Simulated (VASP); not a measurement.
**Ge: single point with PBE**

Crystal: Ge.

```
Ge
1.0
     0.00000    2.83687    2.83687
     2.83687    0.00000    2.83687
     2.83687    2.83687    0.00000
Ge
2
Direct
  0.00000 0.00000 0.00000
  0.25000 0.25000 0.25000
```

- Program: VASP 6.6.1
- Task: single point
- Functional: PBE
- Potentials or basis: VASP PAW PBE potentials, release 64 (Ge_d)
- Cutoff: 500 eV
- k mesh: 6 × 6 × 6
- Occupations: methfessel-paxton, width 0.001 eV
- Spin: no spin polarisation
- Dipole correction: no
- Further INCAR settings: ALGO = Normal; EDIFF = 1e-06; NBANDS = 21

The pressure is 3.0 GPa and the band gap on the k mesh is zero (filled and empty bands touch).

Levels at points of the mesh, in eV from the Fermi level:
```tsv
k point	band 11	band 12	band 13	band 14	band 15	band 16	band 17	band 18
(0.00, 0.00, 0.00)	-12.71	-0.04	0.00	0.00	0.00	2.55	2.55	2.55
(0.50, 0.00, 0.00)	-10.64	-7.56	-1.39	-1.39	0.16	3.74	3.74	7.13
(0.50, 0.50, 0.00)	-8.85	-8.85	-3.05	-3.05	0.76	0.76	9.45	9.45
```

It took 21 s on 1 thread of Intel Xeon 8259CL, with other jobs on the host, peak memory 0.16 GiB.
